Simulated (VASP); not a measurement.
Write the native input for VASP 6.6.1 that does the following.

```yaml
Task: single point
Functional: PBE
Potentials_or_basis: VASP PAW PBE potentials, release 64 (Os)
Cutoff: 520 eV
k_mesh: 6 × 6 × 6
Occupations: fermi-dirac, width 0.05 eV
Spin: no spin polarisation
Dipole_correction: no
Further_INCAR_settings: ALGO = Fast; EDIFF = 1e-06; NBANDS = 42
```

The structure of Os lies in POSCAR:

```
Os
1.0
    5.0715179367      0.0000000000      0.0000000000
    0.0000000000      4.6133235990      0.0000000000
   -1.3737143940      0.0000000000      4.9114334552
Os
8
Direct
    0.8620818000      0.1580433800      0.1386956200
    0.1379182000      0.6580433800      0.3613043800
    0.1379182000      0.8419566200      0.8613043800
    0.8620818000      0.3419566200      0.6386956200
    0.3933279900      0.1617895400      0.2959952400
    0.6066720100      0.6617895400      0.2040047600
    0.6066720100      0.8382104600      0.7040047600
    0.3933279900      0.3382104600      0.7959952400
```

The input as run:

INCAR

```
SYSTEM = Os
PREC     = Accurate       ! precision mode
ENCUT    = 520            ! plane-wave cutoff, eV
EDIFF    = 1E-6           ! SCF threshold, eV
ISMEAR   = -1             ! smearing method
SIGMA    = 0.05           ! smearing width, eV
LREAL    = .FALSE.        ! projectors in reciprocal space
LASPH    = .TRUE.         ! aspherical terms in the spheres
NELM     = 100            ! most SCF steps
ALGO     = Fast           ! electronic algorithm
ISIF     = 2              ! what is computed and relaxed
LWAVE    = .FALSE.        ! write WAVECAR
LCHARG   = .FALSE.        ! write CHGCAR
GGA      = PE             ! functional
NBANDS   = 42             ! bands
```

KPOINTS

```
Automatic mesh
0
G
  6 6 6
  0 0 0
```

Potentials or basis: VASP PAW PBE potentials, release 64 (Os).

The run is started by

```bash
$ cat potpaw_PBE.64/Os/POTCAR > POTCAR
$ mpirun -np 1 vasp_std > vasp.out
```

Results of the run:

```
Pressure               : 12.0 GPa
Largest force          : 0.107 eV/Å
Band gap on the k mesh : zero (bands 32 and 33 overlap by 0.65 eV)
```

Caveat: the cell stands under pressure; spin-orbit coupling is left out, which moves the levels of the heavy elements.

It took 3.9 min on 1 thread of Intel(R) Xeon(R) 6975P-C (Granite Rapids), on a shared host, peak memory 0.41 GiB.
